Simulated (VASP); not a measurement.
# SrOs (P6_3/mmc) in VASP: notebook

The runs below take SrOs through single point, with PBE.

Program: VASP 6.6.1. These are calculated values, not measurements. Logs are shortened: lines on timing, memory, paths and dates and some standing lists are left out, and cuts for length are marked.

**1. The cell of the first run**

It takes space group P6_3/mmc (No. 194, hexagonal). The conventional cell has a = 3.160 Å, b = 3.160 Å, c = 9.921 Å, α = 90.00°, β = 90.00°, γ = 120.00°. Sr (site symmetry -3m) has 6 Os at 3.08 Å and 6 Sr at 3.16 Å within 4.1 Å. Within 4.1 Å of Os (site symmetry -6m2) lie 6 Sr at 3.08 Å and 6 Os at 3.16 Å.

**2. Single point, PBE**

The input, INCAR:

```
SYSTEM = SrOs
ALGO     = Normal         ! electronic algorithm
EDIFF    = 1E-6           ! SCF threshold, eV
ENCUT    = 520            ! plane-wave cutoff, eV
GGA      = PE             ! functional
ISIF     = 2              ! what is computed and relaxed
ISMEAR   = 0              ! smearing method
LASPH    = .True.         ! aspherical terms in the spheres
LCHARG   = .False.        ! write CHGCAR
LREAL    = .False.        ! projectors in reciprocal space
LWAVE    = .False.        ! write WAVECAR
NBANDS   = 26             ! bands
NELM     = 100            ! most SCF steps
PREC     = Accurate       ! precision mode
SIGMA    = 0.1            ! smearing width, eV
```

The input, KPOINTS:

```
k-points
0
Gamma
  18 18 6
  0 0 0
```

The input, POSCAR:

```
SrOs
1.0
    3.1596535751      0.0000000000      0.0000000000
   -1.5798267875      2.7363402632      0.0000000000
    0.0000000000      0.0000000000      9.9212758947
Sr Os
2 2
Direct
    0.0000000000      0.0000000000      0.0000000000
    0.0000000000      0.0000000000      0.5000000000
    0.6666666667      0.3333333333      0.7500000000
    0.3333333333      0.6666666667      0.2500000000
```

Potentials or basis: VASP PAW PBE potentials, release 64 (Sr_sv, Os).

Launch:

```sh
> cat potpaw_PBE.64/Sr_sv/POTCAR potpaw_PBE.64/Os/POTCAR > POTCAR
> mpirun -np 1 vasp_std > vasp.out
```

OUTCAR:

```text
SYSTEM = SrOs
   EDIFF = 1E-6
   ENCUT = 520
   GGA = PE
   ISIF = 2
   ISMEAR = 0
   LASPH = .True.
   LREAL = .False.
   NELM = 100
   PREC = Accurate

 ion  position               nearest neighbor table
   1  0.000  0.000  0.000-   3 3.08   4 3.08   4 3.08   3 3.08   3 3.08   4 3.08   2 4.96   2 4.96

   2  0.000  0.000  0.500-   3 3.08   4 3.08   4 3.08   3 3.08   3 3.08   4 3.08   1 4.96   1 4.96

   3  0.667  0.333  0.750-   1 3.08   2 3.08   1 3.08   2 3.08   1 3.08   2 3.08
   4  0.333  0.667  0.250-   1 3.08   2 3.08   1 3.08   2 3.08   1 3.08   2 3.08

  LATTYP: Found a hexagonal cell.
 ALAT       =     3.1596535751
 C/A-ratio  =     3.1399885016

  Lattice vectors:

 A1 = (   3.1596535751,   0.0000000000,   0.0000000000)
 A2 = (  -1.5798267875,   2.7363402632,   0.0000000000)
 A3 = (   0.0000000000,   0.0000000000,   9.9212758947)

Analysis of symmetry for initial positions (statically):
=====================================================================
 Subroutine PRICEL returns:
 Original cell was already a primitive cell.

 Routine SETGRP: Setting up the symmetry group for a
 hexagonal supercell.

 Subroutine GETGRP returns: Found 24 space group operations
 (whereof 12 operations were pure point group operations)
 out of a pool of 24 trial point group operations.

The static configuration has the point symmetry D_3d.
 The point group associated with its full space group is D_6h.

Analysis of symmetry for dynamics (positions and initial velocities):
=====================================================================
 Subroutine PRICEL returns:
 Original cell was already a primitive cell.

 Routine SETGRP: Setting up the symmetry group for a
 hexagonal supercell.

 Subroutine GETGRP returns: Found 24 space group operations
 (whereof 12 operations were pure point group operations)
 out of a pool of 24 trial point group operations.

The dynamic configuration has the point symmetry D_3d.
 The point group associated with its full space group is D_6h.

 Subroutine INISYM returns: Found 24 space group operations
 (whereof 12 operations are pure point group operations),
 and found     1 'primitive' translations

----------------------------------------------------------------------------------------

                                     Primitive cell

  volume of cell :      85.7782

  direct lattice vectors                    reciprocal lattice vectors
     3.159653575  0.000000000  0.000000000     0.316490392  0.182725813  0.000000000
    -1.579826788  2.736340263  0.000000000     0.000000000  0.365451627  0.000000000
     0.000000000  0.000000000  9.921275895     0.000000000  0.000000000  0.100793488

  length of vectors
     3.159653575  3.159653575  9.921275895     0.365451627  0.365451627  0.100793488

  position of ions in fractional coordinates (direct lattice)
     0.000000000  0.000000000  0.000000000
     0.000000000  0.000000000  0.500000000
     0.666666667  0.333333333  0.750000000
     0.333333333  0.666666667  0.250000000

  ion indices of the primitive-cell ions
   primitive index   ion index
                 1           1
                 2           2
                 3           3
                 4           4

----------------------------------------------------------------------------------------

 KPOINTS: k-points

Automatic generation of k-mesh.
 Grid dimensions read from file:
 generate k-points for:   18   18    6

 Generating k-lattice:

  Cartesian coordinates                     Fractional coordinates (reciprocal lattice)
     0.017582800  0.010151434  0.000000000     0.055555556  0.000000000  0.000000000
     0.000000000  0.020302868  0.000000000     0.000000000  0.055555556  0.000000000
     0.000000000  0.000000000  0.016798915     0.000000000  0.000000000  0.166666667

  Length of vectors
     0.020302868  0.020302868  0.016798915

  Shift w.r.t. Gamma in fractional coordinates (k-lattice)
     0.000000000  0.000000000  0.000000000

 Subroutine IBZKPT returns following result:
 ===========================================

 Found    148 irreducible k-points:

 Following reciprocal coordinates:
            Coordinates               Weight
  0.000000  0.000000  0.000000      1.000000
  0.055556 -0.000000  0.000000      6.000000
  0.111111 -0.000000  0.000000      6.000000
  0.166667  0.000000  0.000000      6.000000
  0.222222 -0.000000  0.000000      6.000000
  0.277778  0.000000  0.000000      6.000000
[... 16 lines left out ...]
  0.333333  0.111111  0.000000     12.000000
  0.388889  0.111111  0.000000     12.000000
 [... further k-points ...]
   k-points           NKPTS =    148   k-points in BZ     NKDIM =    148   number of bands    NBANDS=     26
   number of dos      NEDOS =    301   number of ions     NIONS =      4
   total plane-waves  NPLWV =  46080
   dimension x,y,z NGX =    24 NGY =   24 NGZ =   80
   dimension x,y,z NGXF=    48 NGYF=   48 NGZF=  160
   ions per type =               2   2
   NGX,Y,Z   is equivalent  to a cutoff of  12.63, 12.63, 13.41 a.u.
   NGXF,Y,Z  is equivalent  to a cutoff of  25.26, 25.26, 26.81 a.u.
 SYSTEM =  SrOs
   PREC   = accura    normal or accurate (medium, high low for compatibility)
   ISTART =      0    job   : 0-new  1-cont  2-samecut
   ICHARG =      2    charge: 1-file 2-atom 10-const
   ISPIN  =      1    spin polarized calculation?
   LNONCOLLINEAR =      F non collinear calculations
   LSORBIT =      F    spin-orbit coupling
   LASPH  =      T    aspherical Exc in radial PAW
   ENCUT  =  520.0 eV  38.22 Ry    6.18 a.u.   5.87  5.87 18.45*2*pi/ulx,y,z
   NELM   =    100;   NELMIN=  2; NELMDL= -5     # of ELM steps
   EDIFF  = 0.1E-05   stopping-criterion for ELM
   LREAL  =      F    real-space projection
   EDIFFG = 0.1E-04   stopping-criterion for IOM
   NSW    =      0    number of steps for IOM
   IBRION =     -1    ionic relax: 0-MD 1-quasi-New 2-CG
   NFREE  =      0    steps in history (QN), initial steepest desc. (CG)
   ISIF   =      2    stress and relaxation
   ISYM   =      2    0-nonsym 1-usesym 2-fastsym
   POTIM  = 0.5000    time-step for ionic-motion
   TEBEG  =    0.0;   TEEND  =   0.0 temperature during run
   PSTRESS=    0.0 pullay stress
   NELECT =      36.0000    total number of electrons
   NUPDOWN=      -1.0000    fix difference up-down
   EMIN   =  10.00;   EMAX   =-10.00  energy-range for DOS
   EFERMI =   0.00;   METHOD = LEGACY
   ISMEAR =     0;   SIGMA  =   0.10  broadening in eV -4-tet -1-fermi 0-gaus
   EFERMI_NEDOS =   21; number of points for ismear=-14 and -15
   IALGO  =     38    algorithm
   IMIX   =      4    mixing-type and parameters
     AMIX     =   0.40;   BMIX     =  1.00
     AMIX_MAG =   1.60;   BMIX_MAG =  1.00
  volume/ion in A,a.u.               =      21.44       144.72
  Fermi-wavevector in a.u.,A,eV,Ry     =   1.225697  2.316232 20.440500  1.502334
  Thomas-Fermi vector in A             =   2.360726
   LORBIT       =      0    0 simple, 1 ext, 2 COOP (PROOUT), +10 PAW based schemes
   GGA     = PE    functional components
   LHFCALC =     F    Hartree Fock is set to
   AEXX    =    0.0000 exact exchange contribution
   IVDW    =     0    specifies the selected vdW correction
   LEPSILON=     F    determine dielectric tensor
   LRPA    =     F    only Hartree local field effects (RPA)
 non-spin polarized calculation
 Gauss-broadening in eV      SIGMA  =   0.10
  energy-cutoff  :      520.00
  volume of cell :       85.78
 maximum number of plane-waves:      2329
 NGX is ok and might be reduce to    24
   NGX = 11   NGY = 11   NGZ = 37

 number of electron      36.0000001 magnetization

 Free energy of the ion-electron system (eV)
  ---------------------------------------------------
  ext. energy  EPLUGINS =         0.00000000
  ---------------------------------------------------
  free energy    TOTEN  =       -20.48497988 eV

  energy without entropy =      -20.45984154  energy(sigma->0) =      -20.47241071

 E-fermi :   4.9819     XC(G=0): -11.2144

 val. band max:        4.9751801707   @ k =   0.1667   0.0000   0.3333
 cond. band min:       4.9858171705   @ k =   0.1111   0.1111   0.3333
 fundamental gap:      0.0106369999
 Fermi energy:         4.9818766375

 k-point     1 :       0.0000    0.0000    0.0000
  band No.  band energies     occupation
      1     -30.2900      2.00000
      2     -30.2840      2.00000
      3     -12.3575      2.00000
      4     -12.2086      2.00000
      5     -11.4030      2.00000
      6     -11.4030      2.00000
[... 18 lines left out ...]
     25       8.8732      0.00000
     26       8.8732      0.00000

 k-point     2 :       0.0556   -0.0000    0.0000
  band No.  band energies     occupation
      1     -30.2793      2.00000
      2     -30.2735      2.00000
      3     -12.3419      2.00000
      4     -12.1974      2.00000
      5     -11.4797      2.00000
      6     -11.4789      2.00000
[... 18 lines left out ...]
     25       8.7447      0.00000
     26       8.9852      0.00000

 k-point     3 :       0.1111   -0.0000    0.0000
  band No.  band energies     occupation
      1     -30.2484      2.00000
      2     -30.2431      2.00000
      3     -12.2968      2.00000
      4     -12.1650      2.00000
      5     -11.6980      2.00000
      6     -11.6923      2.00000
[... 18 lines left out ...]
     25       8.4470      0.00000
     26       8.9269      0.00000

 k-point     4 :       0.1667    0.0000    0.0000
  band No.  band energies     occupation
      1     -30.2005      2.00000
      2     -30.1961      2.00000
      3     -12.2269      2.00000
      4     -12.1147      2.00000
      5     -12.0173      2.00000
      6     -12.0056      2.00000
[... 18 lines left out ...]
     25       8.2355      0.00000
     26       8.9197      0.00000
[... 496 lines left out ...]
      1     -29.9984      2.00000
      2     -29.9973      2.00000
      3     -13.0824      2.00000
      4     -13.0578      2.00000
      5     -11.9359      2.00000
      6     -11.9241      2.00000
[... 18 lines left out ...]
     25       9.4636      0.00000
     26       9.8119      0.00000

 k-point    23 :       0.3333    0.1111    0.0000
  band No.  band energies     occupation
      1     -29.9503      2.00000
      2     -29.9500      2.00000
      3     -13.3103      2.00000
      4     -13.2841      2.00000
      5     -12.0064      2.00000
      6     -12.0016      2.00000
[... 18 lines left out ...]
     25       9.1599      0.00000
     26       9.8726      0.00000

 k-point    24 :       0.3889    0.1111    0.0000
  band No.  band energies     occupation
      1     -29.9188      2.00000
      2     -29.9185      2.00000
      3     -13.4559      2.00000
      4     -13.4289      2.00000
      5     -12.0597      2.00000
      6     -12.0545      2.00000
[... 18 lines left out ...]
     25       9.1221      0.00000
     26       9.2737      0.00000

 [... further k-points ...]

------------------------ aborting loop because EDIFF is reached ----------------------------------------

  FORCE on cell =-STRESS in cart. coord.  units (eV):
  Direction    XX          YY          ZZ          XY          YZ          ZX
  --------------------------------------------------------------------------------------
  -------------------------------------------------------------------------------------
  Total        0.2357599      0.2357599      0.1376150      0.0000000     -0.0000000      0.0000000
  in kB        4.4035542      4.4035542      2.5703914      0.0000000     -0.0000000      0.0000000
  external PRESSURE =       3.7924999 kB  Pullay stress =       0.0000000 kB

 VOLUME and BASIS-vectors are now :
 -----------------------------------------------------------------------------
  energy-cutoff  :      520.00
  volume of cell :       85.78
      direct lattice vectors                 reciprocal lattice vectors
     3.159653575  0.000000000  0.000000000     0.316490392  0.182725813  0.000000000
    -1.579826788  2.736340263  0.000000000     0.000000000  0.365451627  0.000000000
     0.000000000  0.000000000  9.921275895     0.000000000  0.000000000  0.100793488

 POSITION                                       TOTAL-FORCE (eV/Angst)
 -----------------------------------------------------------------------------------
      0.00000      0.00000      0.00000         0.000000      0.000000      0.000000
      0.00000      0.00000      4.96064         0.000000      0.000000      0.000000
      1.57983      0.91211      7.44096        -0.000000      0.000000      0.000000
     -0.00000      1.82423      2.48032        -0.000000     -0.000000     -0.000000
 -----------------------------------------------------------------------------------
    total drift:                               -0.000000      0.000000      0.000000

  FREE ENERGIE OF THE ION-ELECTRON SYSTEM (eV)
  ---------------------------------------------------
  free  energy   TOTEN  =       -20.4849798763 eV

  energy  without entropy=      -20.4598415425  energy(sigma->0) =      -20.47241071
```

Wall time 4.3 min (1 thread of Intel Xeon 6975P-C (Granite Rapids), shared host); peak memory 0.43 GiB.

What came out:

```
Free energy            : -20.4850 eV
Pressure               : 0.4 GPa
Band gap on the k mesh : zero (bands 18 and 19 overlap by 0.52 eV)
```

Stress tensor (GPa, compression positive):
```
0.44 0.00 0.00
0.00 0.44 0.00
0.00 0.00 0.26
```

Levels at points of the mesh, in eV from the Fermi level:
| k point | band 14 | band 15 | band 16 | band 17 | band 18 | band 19 | band 20 | band 21 | band 22 | band 23 |
| --- | --- | --- | --- | --- | --- | --- | --- | --- | --- | --- |
| (0.00, 0.00, 0.00) | -1.11 | -1.10 | -0.99 | -0.99 | -0.01 | -0.01 | 0.38 | 0.38 | 1.52 | 2.22 |
| (0.50, 0.00, 0.00) | -0.86 | -0.81 | -0.57 | -0.39 | -0.06 | 1.41 | 1.54 | 1.55 | 1.59 | 1.92 |
| (0.00, 0.00, 0.50) | -1.05 | -1.05 | -1.05 | 0.17 | 0.17 | 0.17 | 0.17 | 0.37 | 0.37 | 2.51 |
| (0.50, 0.00, 0.50) | -2.16 | -0.33 | -0.33 | 0.21 | 0.21 | 1.46 | 1.46 | 1.55 | 1.55 | 2.50 |

Caveat: spin-orbit coupling is left out, which moves the levels of the heavy elements.

**3. Single point, PBE**

The input, INCAR:

```
PREC = Accurate
ENCUT = 520
EDIFF = 1E-6
ISMEAR = 0
SIGMA = 0.1
LREAL = F
LASPH = T
NELM = 100
ALGO = Normal
ISIF = 2
LWAVE = F
LCHARG = F
GGA = PE
NBANDS = 26
```

The input, KPOINTS:

```
regular mesh
0
Gamma
  18 18 6
```

POSCAR is that of step 2.

Potentials or basis: VASP PAW PBE potentials, release 64 (Sr_sv, Os).

Launch:

```sh
> cat potpaw_PBE.64/Sr_sv/POTCAR potpaw_PBE.64/Os/POTCAR > POTCAR
> mpirun -np 1 vasp_std > vasp.out
```

Run time: 4.8 min. Hardware: 1 thread of Intel Xeon 6975P-C (Granite Rapids), shared host; peak memory 0.43 GiB.

It converged, with:

```
Free energy            : -20.4850 eV
Pressure               : 0.4 GPa
Band gap on the k mesh : zero (bands 18 and 19 overlap by 0.52 eV)
```

Stress tensor (GPa, compression positive):
```
0.44 0.00 0.00
0.00 0.44 0.00
0.00 0.00 0.26
```

Levels at points of the mesh, in eV from the Fermi level:
```tsv
k point	band 15	band 16	band 17	band 18	band 19	band 20	band 21	band 22
(0.00, 0.00, 0.00)	-1.10	-0.99	-0.99	-0.01	-0.01	0.38	0.38	1.52
(0.50, 0.00, 0.00)	-0.81	-0.57	-0.39	-0.06	1.41	1.54	1.55	1.59
(0.00, 0.00, 0.50)	-1.05	-1.05	0.17	0.17	0.17	0.17	0.37	0.37
(0.50, 0.00, 0.50)	-0.33	-0.33	0.21	0.21	1.46	1.46	1.55	1.55
```

Caveat: spin-orbit coupling is left out, which moves the levels of the heavy elements.
